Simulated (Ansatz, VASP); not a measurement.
## SrTe in VASP and in Ansatz

File POSCAR:

```
SrTe
1.0
    0.0000000000      3.3527582052      3.3527582052
    3.3527582052      0.0000000000      3.3527582052
    3.3527582052      3.3527582052      0.0000000000
Sr Te
1 1
Direct
    0.0000000000      0.0000000000      0.0000000000
    0.5000000000      0.5000000000      0.5000000000
```

The input INCAR.step1:

```
SYSTEM = SrTe
PREC     = Accurate       ! precision mode
ENCUT    = 400            ! plane-wave cutoff, eV
EDIFF    = 1E-5           ! SCF threshold, eV
ISMEAR   = 0              ! smearing method
SIGMA    = 0.01           ! smearing width, eV
LREAL    = .False.        ! projectors in reciprocal space
LASPH    = .True.         ! aspherical terms in the spheres
NELM     = 120            ! most SCF steps
ALGO     = Normal         ! electronic algorithm
ISIF     = 2              ! what is computed and relaxed
LWAVE    = .True.         ! write WAVECAR
LCHARG   = .False.        ! write CHGCAR
GGA      = PE             ! functional
NBANDS   = 15             ! bands
GGA_COMPAT= .False.
```

Contents of INCAR.step2:

```
SYSTEM = SrTe
PREC     = Accurate       ! precision mode
ENCUT    = 400            ! plane-wave cutoff, eV
EDIFF    = 1E-6           ! SCF threshold, eV
ISMEAR   = 0              ! smearing method
SIGMA    = 0.01           ! smearing width, eV
LREAL    = .False.        ! projectors in reciprocal space
LASPH    = .True.         ! aspherical terms in the spheres
NELM     = 120            ! most SCF steps
ALGO     = Normal         ! electronic algorithm
ISIF     = 2              ! what is computed and relaxed
LWAVE    = .False.        ! write WAVECAR
LCHARG   = .False.        ! write CHGCAR
GGA      = PE             ! functional
LHFCALC  = .True.         ! exact exchange
AEXX     = 0.5            ! exact-exchange fraction
HFSCREEN = 0.3            ! screening, 1/A
PRECFOCK = Normal       
ISTART   = 1            
NBANDS   = 15             ! bands
GGA_COMPAT= .False.
```

Contents of KPOINTS:

```
regular mesh
0
Gamma
  4 4 4
  0 0 0
```

Input for Ansatz:

```yaml
crystal:
  lattice:
    - [0.0, 3.3527582052, 3.3527582052]
    - [3.3527582052, 0.0, 3.3527582052]
    - [3.3527582052, 3.3527582052, 0.0]
  atoms:
    - { symbol: Sr, position: [0.0, 0.0, 0.0] }
    - { symbol: Te, position: [0.5, 0.5, 0.5] }
kpoints:
  mp_grid: { grid: [4, 4, 4] }
hamiltonian:
  xc: { exchange: pbe, correlation: pbe, exx: { coeff: 0.5, omega: 0.3 } }
scf:
  occupations: { method: fixed }
  n_extra_bands: 4
output:
  forces: true
  stress: true
  eigenvalues: true
```

Alike in both runs: task single point; functional PBE-based screened hybrid; k mesh 4 × 4 × 4; no spin polarisation.

|  | VASP | Ansatz |
| --- | --- | --- |
| version | VASP 6.6.1 | Ansatz 0.2.0 |
| potentials or method | VASP PAW PBE potentials, release 64 (Sr_sv, Te) | plane waves |
| plane-wave cutoff (eV) | 400 | 420 |
| occupations | gaussian, width 0.01 eV | fixed |
| valence electrons in the cell | 16 | 26 |

|  | VASP | Ansatz | Ansatz less VASP |
| --- | --- | --- | --- |
| gap on the k mesh at the Fermi level (eV) | 2.94 | 2.90 | -0.044 |
| pressure (GPa) | -0.6 | -0.3 | +0.22 |

VASP's potentials were made for PBE, not for PBE-based screened hybrid. VASP's potentials hold 16 valence electrons a cell and Ansatz's 26, so a difference there can come from the potentials and not from the codes. Ansatz's warnings: stress exchange threshold loose, stress scf threshold loose.

Spin-orbit coupling is off throughout.
